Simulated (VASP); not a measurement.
TaO4F: single point with r2SCAN

The system is TaO4F.

```
Ta F O
1.0
    -2.48802    2.48802    2.47406
     2.48802   -2.48802    2.47406
     2.48802    2.48802   -2.47406
Ta F O
1 1 4
Direct
  0.00000 0.00000 0.00000
  0.25000 0.75000 0.50000
  0.49002 0.43934 0.39791
  0.56066 0.95857 0.05068
  0.04143 0.09212 0.60209
  0.90788 0.50998 0.94932
```

* Program: VASP 6.6.1
* Task: single point
* Functional: r2SCAN
* Potentials or basis: VASP PAW PBE potentials, release 64 (Ta_pv, F, O)
* Cutoff: 520 eV
* k mesh: 5 × 5 × 5
* Occupations: fermi-dirac, width 0.1 eV
* Spin: no spin polarisation
* Dipole correction: no
* Further INCAR settings: ALGO = Normal; EDIFF = 1e-06; NBANDS = 30

```yaml
Pressure: 1.1 GPa
Largest_force: 0.135 eV/Å
Band_gap_on_the_k_mesh: 0.07 eV, indirect (least direct gap 0.33 eV)
```

Forces in eV/Å, atoms in the order of the input:
```
Ta   0.000  0.000  0.000
F    0.000  0.000  0.000
O    0.052  0.084  0.093
O    0.084 -0.052 -0.093
O   -0.052 -0.084  0.093
O   -0.084  0.052 -0.093
```

Stress tensor (GPa, compression positive):
```
0.95 0.00 0.00
0.00 0.95 0.00
0.00 0.00 1.30
```

Levels at points of the mesh, in eV from the valence-band top:
```
           k point  band 18  band 19  band 20  band 21  band 22  band 23  band 24  band 25
(0.00, 0.00, 0.00)    -1.66    -1.58    -0.87    -0.47     0.40     0.40     4.00     5.09
```

Wall time 75 s on 1 thread of Intel(R) Xeon(R) Platinum 8488C (Sapphire Rapids) (shared host), peak memory 0.2 GiB.

Caveat: the PAW data sets were made with another functional, which shifts forces and pressure a little; spin-orbit coupling is left out, which moves the levels of the heavy elements. A k mesh can miss the band edges.
